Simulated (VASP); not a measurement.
# BaV2 (Fd-3m) in VASP: a series of runs, part 2 of 2

VASP 6.6.1.

## Step 3: Single point, PBE, collinear spin, ferromagnetic start

This run uses another cell than the first one, of 21.34 Å³/atom.

Contents of INCAR:

```
SYSTEM = BaV2
ALGO = Normal
EDIFF = 1E-6
ENCUT = 520
GGA = PE
ISIF = 2
ISMEAR = 0
ISPIN = 2
LASPH = .True.
LCHARG = .True.
LELF = .True.
LMAXMIX = 4
LORBIT = 11
LREAL = .False.
LVHAR = .True.
LWAVE = .False.
MAGMOM = 0 0 2 2 2 2
NBANDS = 49
NELM = 150
PREC = Accurate
SIGMA = 0.1
```

Contents of KPOINTS:

```
k-points
0
Gamma
  4 4 4
  0 0 0
```

Contents of POSCAR:

```
BaV2
1.0
    0.0000000000      4.0002806021      4.0002806021
    4.0002806021      0.0000000000      4.0002806021
    4.0002806021      4.0002806021      0.0000000000
Ba V
2 4
Direct
    0.0000000000      0.0000000000      0.0000000000
    0.2500000000      0.2500000000      0.2500000000
    0.6250000000      0.6250000000      0.6250000000
    0.1250000000      0.6250000000      0.6250000000
    0.6250000000      0.6250000000      0.1250000000
    0.6250000000      0.1250000000      0.6250000000
```

Potentials or basis: VASP PAW PBE potentials, release 64 (Ba_sv, V_sv).

The run is started by

```bash
> cat potpaw_PBE.64/Ba_sv/POTCAR potpaw_PBE.64/V_sv/POTCAR > POTCAR
> mpirun -np 1 vasp_std > vasp.out
```

OUTCAR:

```text
SYSTEM = BaV2
   EDIFF = 1E-6
   ENCUT = 520
   GGA = PE
   ISIF = 2
   ISMEAR = 0
   ISPIN = 2
   LASPH = .True.
   LORBIT = 11
   LREAL = .False.
   NELM = 150
   PREC = Accurate

 ion  position               nearest neighbor table
   1  0.000  0.000  0.000-   5 3.32   5 3.32   4 3.32   6 3.32   4 3.32   3 3.32   3 3.32   6 3.32
                             3 3.32   4 3.32   5 3.32   6 3.32   2 3.46   2 3.46   2 3.46   2 3.46
   2  0.250  0.250  0.250-   4 3.32   6 3.32   5 3.32   5 3.32   4 3.32   5 3.32   3 3.32   4 3.32
                             6 3.32   3 3.32   3 3.32   6 3.32   1 3.46   1 3.46   1 3.46   1 3.46
   3  0.625  0.625  0.625-   4 2.83   5 2.83   6 2.83   5 2.83   6 2.83   4 2.83   1 3.32   2 3.32
                             1 3.32   2 3.32   1 3.32   2 3.32
   4  0.125  0.625  0.625-   3 2.83   5 2.83   6 2.83   3 2.83   5 2.83   6 2.83   1 3.32   2 3.32
                             2 3.32   1 3.32   2 3.32   1 3.32
   5  0.625  0.625  0.125-   3 2.83   3 2.83   4 2.83   6 2.83   6 2.83   4 2.83   1 3.32   2 3.32
                             1 3.32   2 3.32   1 3.32   2 3.32
   6  0.625  0.125  0.625-   3 2.83   5 2.83   3 2.83   4 2.83   5 2.83   4 2.83   1 3.32   2 3.32
                             1 3.32   2 3.32   1 3.32   2 3.32

  LATTYP: Found a face centered cubic cell.
 ALAT       =     8.0005612042

  Lattice vectors:

 A1 = (   0.0000000000,   4.0002806021,   4.0002806021)
 A2 = (   4.0002806021,   0.0000000000,   4.0002806021)
 A3 = (   4.0002806021,   4.0002806021,   0.0000000000)

Analysis of symmetry for initial positions (statically):
=====================================================================
 Subroutine PRICEL returns:
 Original cell was already a primitive cell.

 Routine SETGRP: Setting up the symmetry group for a
 face centered cubic supercell.

 Subroutine GETGRP returns: Found 48 space group operations
 (whereof 24 operations were pure point group operations)
 out of a pool of 48 trial point group operations.

The static configuration has the point symmetry T_d .
 The point group associated with its full space group is O_h .

Analysis of symmetry for dynamics (positions and initial velocities):
=====================================================================
 Subroutine PRICEL returns:
 Original cell was already a primitive cell.

 Routine SETGRP: Setting up the symmetry group for a
 face centered cubic supercell.

 Subroutine GETGRP returns: Found 48 space group operations
 (whereof 24 operations were pure point group operations)
 out of a pool of 48 trial point group operations.

The dynamic configuration has the point symmetry T_d .
 The point group associated with its full space group is O_h .

Analysis of structural, dynamic, and magnetic symmetry:
=====================================================================
 Subroutine PRICEL returns:
 Original cell was already a primitive cell.

 Routine SETGRP: Setting up the symmetry group for a
 face centered cubic supercell.

 Subroutine GETGRP returns: Found 48 space group operations
 (whereof 24 operations were pure point group operations)
 out of a pool of 48 trial point group operations.

The overall configuration has the point symmetry T_d .
 The point group associated with its full space group is O_h .

 Subroutine INISYM returns: Found 48 space group operations
 (whereof 24 operations are pure point group operations),
 and found     1 'primitive' translations

----------------------------------------------------------------------------------------

                                     Primitive cell

  volume of cell :     128.0269
[... 93 lines left out ...]
   EMIN   =  10.00;   EMAX   =-10.00  energy-range for DOS
   EFERMI =   0.00;   METHOD = LEGACY
   ISMEAR =     0;   SIGMA  =   0.10  broadening in eV -4-tet -1-fermi 0-gaus
   EFERMI_NEDOS =   21; number of points for ismear=-14 and -15
   IALGO  =     38    algorithm
   IMIX   =      4    mixing-type and parameters
     AMIX     =   0.40;   BMIX     =  1.00
     AMIX_MAG =   1.60;   BMIX_MAG =  1.00
  volume/ion in A,a.u.               =      21.34       143.99
  Fermi-wavevector in a.u.,A,eV,Ry     =   1.351300  2.553587 24.844409  1.826013
  Thomas-Fermi vector in A             =   2.478733
   LORBIT       =     11    0 simple, 1 ext, 2 COOP (PROOUT), +10 PAW based schemes
   GGA     = PE    functional components
   LHFCALC =     F    Hartree Fock is set to
   AEXX    =    0.0000 exact exchange contribution
   IVDW    =     0    specifies the selected vdW correction
   LEPSILON=     F    determine dielectric tensor
   LRPA    =     F    only Hartree local field effects (RPA)
 spin polarized calculation
 Gauss-broadening in eV      SIGMA  =   0.10
  energy-cutoff  :      520.00
  volume of cell :      128.03
 maximum number of plane-waves:      3479
   NGX = 21   NGY = 21   NGZ = 21

 number of electron      71.9999975 magnetization       0.2198487

 number of electron      71.9999975 magnetization      -0.0012898

 Free energy of the ion-electron system (eV)
  ---------------------------------------------------
  ext. energy  EPLUGINS =         0.00000000
  ---------------------------------------------------
  free energy    TOTEN  =       -33.07801721 eV

  energy without entropy =      -33.03420447  energy(sigma->0) =      -33.05611084

 E-fermi :   5.9599     XC(G=0): -10.9805

 val. band max:        5.9596375258   @ k =   0.5000   0.0000   0.0000
 cond. band min:       6.1012884653   @ k =   0.5000   0.2500   0.0000
 fundamental gap:      0.1416509395
 Fermi energy:         5.9598561348

 spin component 1

 k-point     1 :       0.0000    0.0000    0.0000
  band No.  band energies     occupation
      1     -57.8594      1.00000
      2     -57.7982      1.00000
      3     -57.7982      1.00000
      4     -57.7982      1.00000
      5     -31.8352      1.00000
      6     -31.8178      1.00000
[... 397 lines left out ...]
     47       8.4804      0.00000
     48       8.4804      0.00000
 Fermi energy:         5.9598561348

 spin component 2

 k-point     1 :       0.0000    0.0000    0.0000
  band No.  band energies     occupation
      1     -57.8596      1.00000
      2     -57.7983      1.00000
      3     -57.7983      1.00000
      4     -57.7983      1.00000
      5     -31.8354      1.00000
      6     -31.8179      1.00000
[... 397 lines left out ...]
     47       8.4803      0.00000
     48       8.4803      0.00000
 [bands above 48 left out]

------------------------ aborting loop because EDIFF is reached ----------------------------------------

  FORCE on cell =-STRESS in cart. coord.  units (eV):
  Direction    XX          YY          ZZ          XY          YZ          ZX
  --------------------------------------------------------------------------------------
  -------------------------------------------------------------------------------------
  Total       -0.2428647     -0.2428647     -0.2428647      0.0000000      0.0000000      0.0000000
  in kB       -3.0393005     -3.0393005     -3.0393005      0.0000000      0.0000000      0.0000000
  external PRESSURE =      -3.0393005 kB  Pullay stress =       0.0000000 kB

 VOLUME and BASIS-vectors are now :
 -----------------------------------------------------------------------------
  energy-cutoff  :      520.00
  volume of cell :      128.03
      direct lattice vectors                 reciprocal lattice vectors
     0.000000000  4.000280602  4.000280602    -0.124991232  0.124991232  0.124991232
     4.000280602  0.000000000  4.000280602     0.124991232 -0.124991232  0.124991232
     4.000280602  4.000280602  0.000000000     0.124991232  0.124991232 -0.124991232

 POSITION                                       TOTAL-FORCE (eV/Angst)
 -----------------------------------------------------------------------------------
      0.00000      0.00000      0.00000         0.000000     -0.000000     -0.000000
      2.00014      2.00014      2.00014        -0.000000      0.000000      0.000000
      5.00035      5.00035      5.00035        -0.000000      0.000000     -0.000000
      5.00035      3.00021      3.00021        -0.000000      0.000000     -0.000000
      3.00021      3.00021      5.00035        -0.000000      0.000000     -0.000000
      3.00021      5.00035      3.00021        -0.000000      0.000000     -0.000000
 -----------------------------------------------------------------------------------
    total drift:                                0.000000      0.000000      0.000000

  FREE ENERGIE OF THE ION-ELECTRON SYSTEM (eV)
  ---------------------------------------------------
  free  energy   TOTEN  =       -33.0780172053 eV

  energy  without entropy=      -33.0342044718  energy(sigma->0) =      -33.05611084

 total charge

# of ion       s       p       d       tot
------------------------------------------
    1        2.076   5.450   0.769   8.294
    2        2.076   5.450   0.769   8.294
    3        2.318   6.101   3.023  11.443
    4        2.318   6.101   3.023  11.443
    5        2.318   6.101   3.023  11.443
    6        2.318   6.101   3.023  11.443
--------------------------------------------------
tot         13.425  35.305  13.628  62.359

 magnetization (x)

# of ion       s       p       d       tot
------------------------------------------
    1       -0.000  -0.000  -0.000  -0.000
    2       -0.000  -0.000  -0.000  -0.000
    3       -0.000  -0.000  -0.000  -0.000
    4       -0.000  -0.000  -0.000  -0.000
    5       -0.000  -0.000  -0.000  -0.000
    6       -0.000  -0.000  -0.000  -0.000
--------------------------------------------------
tot         -0.000  -0.000  -0.001  -0.001
```

It took 4.6 min on 1 thread of Intel Xeon 8259CL, shared host; peak memory 0.36 GiB.

Results:

```
Free energy                                           : -33.0780 eV
Pressure                                              : -0.3 GPa
Band gap on the k mesh                                : zero (filled and empty bands overlap)
Net moment                                            : 0.00 μB per cell
Valence electrons inside the program's atomic spheres : Ba 8.29; V 11.44
```

Levels at points of the mesh, in eV from the Fermi level:
Spin up:
| k point | band 32 | band 33 | band 34 | band 35 | band 36 | band 37 | band 38 | band 39 | band 40 | band 41 |
| --- | --- | --- | --- | --- | --- | --- | --- | --- | --- | --- |
| (0.00, 0.00, 0.00) | -0.12 | -0.12 | -0.12 | 0.00 | 0.00 | 1.38 | 1.38 | 1.38 | 1.39 | 1.39 |
| (0.50, 0.00, 0.00) | -0.39 | -0.30 | -0.30 | -0.18 | -0.17 | -0.17 | 0.00 | 0.62 | 0.62 | 1.30 |
| (0.50, 0.50, 0.00) | -0.57 | -0.44 | -0.44 | -0.33 | -0.33 | -0.04 | -0.04 | 0.31 | 0.31 | 0.60 |
Spin down:
| k point | band 32 | band 33 | band 34 | band 35 | band 36 | band 37 | band 38 | band 39 | band 40 | band 41 |
| --- | --- | --- | --- | --- | --- | --- | --- | --- | --- | --- |
| (0.00, 0.00, 0.00) | -0.12 | -0.12 | -0.12 | 0.00 | 0.00 | 1.38 | 1.38 | 1.38 | 1.39 | 1.39 |
| (0.50, 0.00, 0.00) | -0.39 | -0.30 | -0.30 | -0.18 | -0.17 | -0.17 | 0.00 | 0.62 | 0.62 | 1.30 |
| (0.50, 0.50, 0.00) | -0.58 | -0.44 | -0.44 | -0.33 | -0.33 | -0.04 | -0.04 | 0.31 | 0.31 | 0.60 |

Caveat: spin-orbit coupling is left out, which moves the levels of the heavy elements.

## Step 4: Relaxation of cell and atoms, PBE

This run uses another cell than the first one, of 21.34 Å³/atom.

Contents of INCAR:

```
PREC = Accurate ; ENCUT = 600
EDIFF = 1E-7 ; ISMEAR = 0
SIGMA = 0.1 ; LREAL = F
LASPH = T ; NELM = 100
ALGO = Fast ; ISIF = 3
LWAVE = F ; LCHARG = F
GGA = PE ; IBRION = 2
NSW = 100 ; EDIFFG = -0.01
```

Contents of KPOINTS:

```
regular mesh
0
Gamma
  8 8 8
```

POSCAR is that of step 3.

The run is started by

```bash
> cat potpaw_PBE.64/Ba_sv/POTCAR potpaw_PBE.64/V_sv/POTCAR > POTCAR
> mpirun -np 1 vasp_std > vasp.out
```

Run time: 11 min. Hardware: 1 thread of Intel Xeon 8259CL, shared host; peak memory 0.42 GiB.

Results (log left out):

```
Free energy             : -33.0267 eV
Pressure after relaxing : 0.0 GPa
Band gap on the k mesh  : zero (bands 36 and 37 overlap by 0.87 eV)
```

Final structure:
```cif
data_structure
_symmetry_space_group_name_H-M 'P 1'
_symmetry_Int_Tables_number 1
_cell_length_a 5.6573
_cell_length_b 5.6573
_cell_length_c 5.6573
_cell_angle_alpha 60.000
_cell_angle_beta 60.000
_cell_angle_gamma 60.000
_cell_volume 128.03
loop_
_atom_site_label
_atom_site_type_symbol
_atom_site_fract_x
_atom_site_fract_y
_atom_site_fract_z
_atom_site_occupancy
Ba1 Ba 0.00000 0.00000 0.00000 1
Ba2 Ba 0.25000 0.25000 0.25000 1
V1 V 0.62500 0.62500 0.62500 1
V2 V 0.12500 0.62500 0.62500 1
V3 V 0.62500 0.62500 0.12500 1
V4 V 0.62500 0.12500 0.62500 1
```

Levels at points of the mesh, in eV from the Fermi level:
```
           k point  band 34  band 35  band 36  band 37  band 38  band 39
(0.00, 0.00, 0.00)    -0.13    -0.02    -0.02     1.36     1.37     1.39
(0.50, 0.00, 0.00)    -0.31    -0.20    -0.18    -0.18    -0.01     0.60
(0.50, 0.50, 0.00)    -0.45    -0.35    -0.35    -0.06    -0.06     0.29
```

Caveat: the relaxation stopped at its first step, so nothing moved; spin-orbit coupling is left out, which moves the levels of the heavy elements.

## Step 5: Summary

```csv
task,spin,cell,k mesh,cutoff (eV),gap on the mesh (eV),pressure (GPa)
single point,off,"a = 5.616 Å, angles 60.0°, 6 atoms",8 × 8 × 8,520,none,1.3
single point,"collinear, ferromagnetic start","a = 5.657 Å, angles 60.0°, 6 atoms",4 × 4 × 4,520,none,-0.3
relaxation of cell and atoms,off,"relaxed from a = 5.657 Å, angles 60.0°, 6 atoms",8 × 8 × 8,600,none,0.0
```

Alike in all rows: level PBE; potentials or basis VASP PAW PBE potentials, release 64 (Ba_sv, V_sv); smearing gaussian 0.1 eV.

Caveats: spin-orbit coupling is left out, which moves the levels of the heavy elements; the relaxation stopped at its first step, so nothing moved (at least some runs).

Total energies depend on the potentials used, so only differences within one code and one set of settings carry meaning.
